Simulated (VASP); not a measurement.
## Au: single point with LDA

Au, a slab with vacuum:

```
Au
1.0
     8.16000    0.00000    0.00000
     0.00000    5.76999    0.00000
     0.00000    0.00000   15.32749
Au
16
Direct
  0.25000 0.25000 0.06524
  0.75000 0.25000 0.06524
  0.25000 0.75000 0.06524
  0.75000 0.75000 0.06524
  0.00348 0.99887 0.13173
  0.51608 0.01988 0.13820
  0.01562 0.49990 0.13756
  0.50320 0.53548 0.14655
  0.26545 0.20007 0.24267
  0.75087 0.20544 0.26228
  0.27083 0.69484 0.26210
  0.76328 0.71033 0.25645
  0.02248 0.93659 0.33191
  0.50213 0.94470 0.33167
  0.99841 0.45619 0.31697
  0.50786 0.42976 0.33471
```

```yaml
Program: VASP 6.6.1
Task: single point
Functional: LDA
Potentials_or_basis: VASP PAW LDA potentials, release 64 (Au)
Cutoff: 520 eV
k_mesh: 2 × 3 × 1
Occupations: fermi-dirac, width 0.1 eV
Spin: no spin polarisation
```

```
Largest force          : 1.505 eV/Å
Band gap on the k mesh : zero (bands 88 and 89 overlap by 0.23 eV)
```

Forces in eV/Å, atoms in the order of the input:
```
Au   0.846 -0.004 -0.295
Au   0.510  0.849  0.143
Au   0.650  0.368  0.026
Au   0.480 -0.232  0.112
Au  -0.374  0.063  0.495
Au  -0.917 -0.257  0.268
Au  -1.086  0.051  0.052
Au   0.063 -0.793 -0.138
Au  -0.517 -0.082  0.668
Au   0.528 -0.763 -0.467
Au  -0.689 -0.226 -0.330
Au  -0.853  0.434 -0.246
Au  -0.176  0.702 -0.726
Au   0.456  0.150 -0.005
Au   1.215 -0.702  0.543
Au  -0.135  0.441 -0.100
```

Levels at points of the mesh, in eV from the Fermi level:
```csv
k point,band 85,band 86,band 87,band 88,band 89,band 90
"(0.00, 0.00, 0.00)",-1.21,-1.13,-0.54,0.17,0.31,0.89
"(0.50, 0.00, 0.00)",-0.18,-0.14,0.08,0.10,0.39,0.46
```

Run time: 8.5 min on 1 thread of Oxide Virtual Turin-like Processor, with other jobs on the host, peak memory 0.59 GiB.

Caveat: the k points lie up to 0.38 Å⁻¹ apart; there is no dipole correction, which matters where the two faces differ; spin-orbit coupling is left out, which moves the levels of the heavy elements.
